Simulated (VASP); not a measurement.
# Si3N4 (I-43d) in VASP: a series of runs, part 2 of 2

VASP 6.6.1.

**4. Relaxation of cell and atoms, PBE**

This run uses another cell than the first one, of 9.69 Å³/atom.

Input file INCAR:

```
SYSTEM = Si3N4
ALGO = Normal ; EDIFF = 1E-6
EDIFFG = -0.005 ; ENCUT = 600
GGA = PE ; IBRION = 2
ISIF = 3 ; ISMEAR = 0
LASPH = .True. ; LCHARG = .False.
LREAL = .False. ; LWAVE = .False.
NELM = 80 ; NSW = 100
PREC = Accurate ; SIGMA = 0.02
```

Input file KPOINTS:

```
k-points
0
Gamma
  6 6 6
  0 0 0
```

Input file POSCAR:

```
Si3N4
1.0
   -3.2373500000      3.2373500000      3.2373500000
    3.2373500000     -3.2373500000      3.2373500000
    3.2373500000      3.2373500000     -3.2373500000
Si N
6 8
Direct
    0.2500000000      0.1250000000      0.8750000000
    0.8750000000      0.2500000000      0.1250000000
    0.7500000000      0.3750000000      0.6250000000
    0.6250000000      0.7500000000      0.3750000000
    0.1250000000      0.8750000000      0.2500000000
    0.3750000000      0.6250000000      0.7500000000
    0.5628000000      0.5628000000      0.5628000000
    0.4372000000      0.5000000000      0.0000000000
    0.5000000000      0.0000000000      0.9372000000
    0.0000000000      0.4372000000      0.5000000000
    0.9372000000      0.5000000000      0.0000000000
    0.0628000000      0.0628000000      0.0628000000
    0.0000000000      0.9372000000      0.5000000000
    0.5000000000      0.0000000000      0.4372000000
```

Potentials or basis: VASP PAW PBE potentials, release 64 (Si, N).

On the command line:

```sh
$ cat potpaw_PBE.64/Si/POTCAR potpaw_PBE.64/N/POTCAR > POTCAR
$ mpirun -np 1 vasp_std > vasp.out
```

OUTCAR:

```text
SYSTEM = Si3N4
   EDIFF = 1E-6
   EDIFFG = -0.005
   ENCUT = 600
   GGA = PE
   IBRION = 2
   ISIF = 3
   ISMEAR = 0
   LASPH = .True.
   LREAL = .False.
   NELM = 80
   NSW = 100
   PREC = Accurate

 ion  position               nearest neighbor table
   1  0.250  0.125  0.875-  12 1.75   9 1.75   8 1.75  13 1.75   4 3.03   6 3.03   2 3.03   5 3.03
                             6 3.03   4 3.03   2 3.03   5 3.03
   2  0.875  0.250  0.125-  10 1.75  11 1.75  12 1.75   9 1.75   5 3.03   6 3.03   1 3.03   6 3.03
                             3 3.03   1 3.03   3 3.03   5 3.03
   3  0.750  0.375  0.625-   7 1.75  10 1.75  11 1.75  14 1.75   6 3.03   5 3.03   4 3.03   5 3.03
                             2 3.03   2 3.03   4 3.03   6 3.03
   4  0.625  0.750  0.375-   7 1.75   8 1.75  13 1.75  14 1.75   3 3.03   5 3.03   1 3.03   6 3.03
                             1 3.03   5 3.03   6 3.03   3 3.03
[... 223 lines left out ...]
  Total        1.3037100      1.3037100      1.3037100     -0.0000000     -0.0000000      0.0000000
  in kB       15.3908504     15.3908504     15.3908504     -0.0000000     -0.0000000      0.0000000
  external PRESSURE =      15.3908504 kB  Pullay stress =       0.0000000 kB
[... 83 lines left out ...]
--------------------------------------- Ionic step        3  -------------------------------------------

 number of electron      63.9999989 magnetization

 Free energy of the ion-electron system (eV)
  ---------------------------------------------------
  ext. energy  EPLUGINS =         0.00000000
  ---------------------------------------------------
  free energy    TOTEN  =      -113.16200108 eV

  energy without entropy =     -113.16200108  energy(sigma->0) =     -113.16200108

 E-fermi :   7.8033     XC(G=0): -11.3515

 val. band max:        7.6389480297   @ k =   0.3333   0.3333   0.0000
 cond. band min:      11.6845885611   @ k =  -0.1667   0.1667   0.1667
 fundamental gap:      4.0456405314
 Fermi energy:         7.8032952760

 k-point     1 :       0.0000    0.0000    0.0000
  band No.  band energies     occupation
      1     -10.4992      2.00000
      2      -7.6481      2.00000
      3      -7.6481      2.00000
      4      -7.6481      2.00000
      5      -7.1338      2.00000
      6      -7.1338      2.00000
[... 718 lines left out ...]
  FREE ENERGIE OF THE ION-ELECTRON SYSTEM (eV)
  ---------------------------------------------------
  free  energy   TOTEN  =      -113.1620010786 eV

  energy  without entropy=     -113.1620010786  energy(sigma->0) =     -113.16200108

 reached required accuracy - stopping structural energy minimisation
```

CONTCAR:

```text
Si3N4
   1.00000000000000
    -3.2435693239093855    3.2435693239093855    3.2435693239093855
     3.2435693239093855   -3.2435693239093855    3.2435693239093855
     3.2435693239093855    3.2435693239093855   -3.2435693239093855
  Si              N
     6     8
Direct
     0.2500000000000000    0.1250000000000000    0.8750000000000000
[... 17 lines left out ...]
  0.00000000E+00  0.00000000E+00  0.00000000E+00
  0.00000000E+00  0.00000000E+00  0.00000000E+00
  0.00000000E+00  0.00000000E+00  0.00000000E+00
  0.00000000E+00  0.00000000E+00  0.00000000E+00
  0.00000000E+00  0.00000000E+00  0.00000000E+00
  0.00000000E+00  0.00000000E+00  0.00000000E+00
  0.00000000E+00  0.00000000E+00  0.00000000E+00
  0.00000000E+00  0.00000000E+00  0.00000000E+00
  0.00000000E+00  0.00000000E+00  0.00000000E+00
  0.00000000E+00  0.00000000E+00  0.00000000E+00
  0.00000000E+00  0.00000000E+00  0.00000000E+00
```

Run time: 5.5 min. Hardware: 1 thread of Intel Xeon Platinum 8259CL at 2.50GHz (Skylake/Cascade Lake), shared host; peak memory 0.36 GiB.

Results:

```yaml
Free_energy: -113.1620 eV
Relaxed_volume: 9.75 Å³/atom
Relaxed_cell: a = 5.618 Å, b = 5.618 Å, c = 5.618 Å, α = 109.47°, β = 109.47°, γ = 109.47°
Space_group_after_relaxing_to_0.1_Å: I-43d (No. 220)
Energy_gained_by_relaxing: 0.3 meV/atom
Ionic_steps: 3
Pressure_after_relaxing: 0.0 GPa
Band_gap_on_the_k_mesh: 4.05 eV (least direct gap 4.23 eV)
```

The path:
| step | energy change (eV) | largest force (eV/Å) | pressure (GPa) | volume (Å³) |
| --- | --- | --- | --- | --- |
| 1 | 0.0000 | 0.0161 | 1.54 | 135.72 |
| 2 | 0.0029 | 0.0203 | -1.98 | 137.55 |
| 3 | -0.0038 | 0.0004 | 0.00 | 136.50 |

Final structure:
```yaml
crystal:
  lattice:
    - [-3.24357, 3.24357, 3.24357]
    - [3.24357, -3.24357, 3.24357]
    - [3.24357, 3.24357, -3.24357]
  atoms:
    - { symbol: Si, position: [0.25000, 0.12500, 0.87500] }
    - { symbol: Si, position: [0.87500, 0.25000, 0.12500] }
    - { symbol: Si, position: [0.75000, 0.37500, 0.62500] }
    - { symbol: Si, position: [0.62500, 0.75000, 0.37500] }
    - { symbol: Si, position: [0.12500, 0.87500, 0.25000] }
    - { symbol: Si, position: [0.37500, 0.62500, 0.75000] }
    - { symbol: N, position: [0.56274, 0.56274, 0.56274] }
    - { symbol: N, position: [0.43726, 0.50000, 0.00000] }
    - { symbol: N, position: [0.50000, 0.00000, 0.93726] }
    - { symbol: N, position: [0.00000, 0.43726, 0.50000] }
    - { symbol: N, position: [0.93726, 0.50000, 0.00000] }
    - { symbol: N, position: [0.06274, 0.06274, 0.06274] }
    - { symbol: N, position: [0.00000, 0.93726, 0.50000] }
    - { symbol: N, position: [0.50000, 0.00000, 0.43726] }
```

**5. Relaxation of the atoms, PBE (8.89 Å³/atom)**

This run uses another cell than the first one, of 8.89 Å³/atom.

Input file INCAR:

```
SYSTEM = Si3N4
PREC     = Accurate       ! precision mode
ENCUT    = 520            ! plane-wave cutoff, eV
EDIFF    = 1E-7           ! SCF threshold, eV
ISMEAR   = 0              ! smearing method
SIGMA    = 0.02           ! smearing width, eV
LREAL    = .False.        ! projectors in reciprocal space
LASPH    = .True.         ! aspherical terms in the spheres
NELM     = 80             ! most SCF steps
ALGO     = Normal         ! electronic algorithm
ISIF     = 2              ! what is computed and relaxed
LWAVE    = .False.        ! write WAVECAR
LCHARG   = .False.        ! write CHGCAR
GGA      = PE             ! functional
IBRION   = 2              ! ionic algorithm
NSW      = 50             ! ionic steps
EDIFFG   = -0.01          ! ionic threshold
```

Input file KPOINTS:

```
Automatic mesh
0
Gamma
  6 6 6
  0 0 0
```

Input file POSCAR:

```
Si3N4
1.0
   -3.1447723967      3.1447723967      3.1447723967
    3.1447723967     -3.1447723967      3.1447723967
    3.1447723967      3.1447723967     -3.1447723967
Si N
6 8
Direct
    0.2500000000      0.1250000000      0.8750000000
    0.8750000000      0.2500000000      0.1250000000
    0.7500000000      0.3750000000      0.6250000000
    0.6250000000      0.7500000000      0.3750000000
    0.1250000000      0.8750000000      0.2500000000
    0.3750000000      0.6250000000      0.7500000000
    0.5569226889      0.5569226889      0.5569226889
    0.4430773111      0.5000000000      0.0000000000
    0.5000000000      0.0000000000      0.9430773111
    0.0000000000      0.4430773111      0.5000000000
    0.9430773111      0.5000000000      0.0000000000
    0.0569226889      0.0569226889      0.0569226889
    0.0000000000      0.9430773111      0.5000000000
    0.5000000000      0.0000000000      0.4430773111
```

On the command line:

```sh
$ cat potpaw_PBE.64/Si/POTCAR potpaw_PBE.64/N/POTCAR > POTCAR
$ mpirun -np 1 vasp_std > vasp.out
```

Wall time 4.5 min (1 thread of Oxide Virtual Turin-like, shared host); peak memory 0.25 GiB.

It converged, with:

| Quantity | Value |
| --- | --- |
| Free energy | -112.1620 eV |
| Energy gained by relaxing | 0.6 meV/atom |
| Ionic steps | 3 |
| Pressure after relaxing | 27.6 GPa |
| Largest force after relaxing | 0.006 eV/Å |
| Band gap on the k mesh | 4.22 eV (least direct gap 4.46 eV) |

Forces on the atoms (eV/Å):
```
Si   0.000  0.000  0.000
Si   0.000  0.000  0.000
Si   0.000  0.000  0.000
Si   0.000  0.000  0.000
Si   0.000  0.000  0.000
Si   0.000  0.000  0.000
N   -0.003 -0.003 -0.003
N   -0.003  0.003  0.003
N    0.003  0.003 -0.003
N    0.003 -0.003  0.003
N   -0.003  0.003  0.003
N   -0.003 -0.003 -0.003
N    0.003 -0.003  0.003
N    0.003  0.003 -0.003
```

The path:
```
step  energy change (eV)  largest force (eV/Å)  pressure (GPa)
   1              0.0000                0.0998           28.36
   2             -0.0034                0.0763           28.18
   3             -0.0081                0.0056           27.65
```

Final structure:
```xyz
14
Lattice="-3.1448 3.1448 3.1448 3.1448 -3.1448 3.1448 3.1448 3.1448 -3.1448" Properties=species:S:1:pos:R:3 pbc="T T T"
Si    2.3586    3.1448   -1.5724
Si   -1.5724    2.3586    3.1448
Si    0.7862    3.1448    1.5724
Si    1.5724    0.7862    3.1448
Si    3.1448   -1.5724    2.3586
Si    3.1448    1.5724    0.7862
N     1.7403    1.7403    1.7403
N     0.1679   -0.1679    2.9769
N     1.4045    4.5493   -1.4045
N     2.9769    0.1679   -0.1679
N    -1.4045    1.4045    4.5493
N     0.1679    0.1679    0.1679
N     4.5493   -1.4045    1.4045
N    -0.1679    2.9769    0.1679
```

Levels at points of the mesh, in eV from the valence-band top:
```
           k point  band 29  band 30  band 31  band 32  band 33  band 34  band 35  band 36
(0.00, 0.00, 0.00)    -0.14    -0.14    -0.14    -0.01     4.53     4.53     5.22     5.22
(0.50, 0.00, 0.00)    -1.37    -1.37    -0.01    -0.01     5.32     5.32     6.61     6.61
(0.50, 0.50, 0.50)    -2.15    -2.15    -1.28    -1.28     5.81     5.81     5.81     5.81
```

A k mesh can miss the band edges.

**6. Summary**

| task | cell | cutoff (eV) | gap on the mesh (eV) | pressure (GPa) |
| --- | --- | --- | --- | --- |
| relaxation of the atoms | atoms relaxed from a = 5.386 Å, angles 109.5°, 14 atoms, atomic positions A | 520 | 4.18 | 39.4 |
| single point | a = 5.802 Å, angles 109.5°, 14 atoms, atomic positions B | 520 | 3.42 | -20.2 |
| relaxation of cell and atoms | relaxed from a = 5.607 Å, angles 109.5°, 14 atoms, atomic positions C | 600 | 4.05 | 0.0 |
| relaxation of the atoms | atoms relaxed from a = 5.447 Å, angles 109.5°, 14 atoms, atomic positions D | 520 | 4.22 | 27.6 |

Alike in all rows: level PBE; potentials or basis VASP PAW PBE potentials, release 64 (Si, N); no spin polarisation; k mesh 6 × 6 × 6; smearing gaussian 0.02 eV.

Caveats: the cell stands under tension (at least some runs).

Absolute energies hang on the potentials; compare differences alone.
